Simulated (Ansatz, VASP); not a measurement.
Two plane-wave programs on AlNi

```
CELL_PARAMETERS angstrom
2.86217 0.00000 0.00000
0.00000 2.86217 0.00000
0.00000 0.00000 2.93372
ATOMIC_POSITIONS crystal
Al 0.00000 0.00000 0.00000
Ni 0.50000 0.50000 0.50000
```

Change from the starting cell: strain +0.000 along x and y, +0.025 along z, atoms carried along.

Alike in both runs: task single point; functional PBEsol; k mesh 20 × 20 × 20; occupations gaussian, width 0.15 eV; no spin polarisation.

|  | VASP | Ansatz |
| --- | --- | --- |
| version | VASP 6.6.1 | Ansatz 0.2.0 |
| potentials or method | VASP PAW PBE potentials, release 64 (Al, Ni), cutoff 600 eV | scalar-relativistic, plane waves, PAW |
| valence electrons in the cell | 13 | 21 |

|  | VASP | Ansatz | Ansatz less VASP |
| --- | --- | --- | --- |
| gap on the k mesh at the Fermi level (eV) | none | none | - |
| pressure (GPa) | -3.9 | -4.0 | -0.06 |
| traceless stress, the component that is largest in VASP (GPa) | -1.11 | -1.07 | +0.034 |

VASP's potentials were made for PBE, not for PBEsol. A gap of «none» marks a metal or a gap that the smearing closes. VASP's potentials hold 13 valence electrons a cell and Ansatz's 21, so a difference there can come from the potentials and not from the codes.
